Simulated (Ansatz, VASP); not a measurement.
## Zr2SiO4 in VASP and in Ansatz

```
CELL_PARAMETERS angstrom
3.59744 0.00000 0.00000
-1.79872 3.11548 0.00000
0.00000 0.00000 21.37284
ATOMIC_POSITIONS crystal
O 0.00000 0.00000 0.18715
O 0.33333 0.66667 0.25587
O 0.66667 0.33333 0.31980
O 0.00000 0.00000 0.39175
Zr 0.66667 0.33333 0.22151
Zr 0.33333 0.66667 0.35464
Si 0.50000 0.33333 0.49469
```

Alike in both runs: task single point; functional PBE; dispersion D3(BJ); k mesh 9 × 9 × 1; occupations gaussian, width 0.05 eV; collinear spin.

|  | VASP | Ansatz |
| --- | --- | --- |
| version | VASP 6.6.1 | Ansatz 0.2.0 |
| potentials or method | VASP PAW PBE potentials, release 64 (O, Zr_sv, Si), cutoff 520 eV | scalar-relativistic, plane waves, PAW |
| valence electrons in the cell | 52 | 52 |

```tsv
	VASP	Ansatz	Ansatz less VASP
gap on the k mesh at the Fermi level (eV)	none	none	-
rms of the force components (eV/Å)	0.192	0.189	-0.0030
net moment per atom (μB)	0.00	0.00	0.000
work function, face that differs most (eV)	3.70	3.70	-0.003
```

A gap of «none» marks a metal or a gap that the smearing closes. Ansatz's warnings: seeded moment not kept.
